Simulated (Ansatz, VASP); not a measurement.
# One calculation of Au, two programs

Contents of INCAR:

```
  ALGO = Normal
  EDIFF = 1E-7
  EDIFFG = -0.05
  ENCUT = 500
  GGA = CA
  GGA_COMPAT = F
  IBRION = 2
  ISIF = 3
  ISMEAR = 0
  LASPH = T
  LCHARG = F
  LREAL = F
  LWAVE = F
  NELM = 120
  NELMIN = 4
  NSW = 100
  PREC = Accurate
  SIGMA = 0.1
```

File KPOINTS:

```
k-points
0
Gamma
  8 8 8
```

Contents of POSCAR:

```
Au
1.0
    0.0000000000      2.0856442700      2.0856442700
    2.0856442700      0.0000000000      2.0856442700
    2.0856442700      2.0856442700      0.0000000000
Au
1
Direct
    0.0000000000      0.0000000000      0.0000000000
```

Input for Ansatz:

```yaml
crystal:
  lattice:
    - [0.0, 2.08564427, 2.08564427]
    - [2.08564427, 0.0, 2.08564427]
    - [2.08564427, 2.08564427, 0.0]
  atoms:
    - { symbol: Au, position: [0.0, 0.0, 0.0] }
basis:
  ecutwfc: 420
kpoints:
  mp_grid: { grid: [8, 8, 8] }
hamiltonian:
  xc: lda
scf:
  occupations: { method: gaussian, width: 0.1 }
output:
  forces: true
  stress: true
  eigenvalues: true
relax:
  adjacent_minimum: "off"
  f_tol: 0.05
  max_steps: 80
  cell: { stress_tol: 0.5 }
```

Alike in both runs: task relaxation of cell and atoms; functional LDA; k mesh 8 × 8 × 8; occupations gaussian, width 0.1 eV; no spin polarisation.

```csv
,VASP,Ansatz
version,VASP 6.6.1,Ansatz 0.2.0
potentials or method,"VASP PAW LDA potentials, release 64 (Au_sv_GW), cutoff 500 eV","scalar-relativistic, plane waves, PAW"
valence electrons in the cell,19,19
```

Ansatz gave:

```
gap on the k mesh at the Fermi level, each at its own relaxed structure (eV) : none
relaxed volume (Å³/atom)                                                     : 16.70
relaxed cell length with the largest relative difference (Å)                 : 2.869
```

Which values does VASP return?

gap on the k mesh at the Fermi level, each at its own relaxed structure (eV): none; relaxed volume (Å³/atom): 16.68; relaxed cell length with the largest relative difference (Å): 2.868.

LDA's correlation is that of Perdew and Zunger in VASP and of Perdew and Wang (1992) in Ansatz. A gap of «none» marks a metal or a gap that the smearing closes.

Spin-orbit coupling is off throughout.
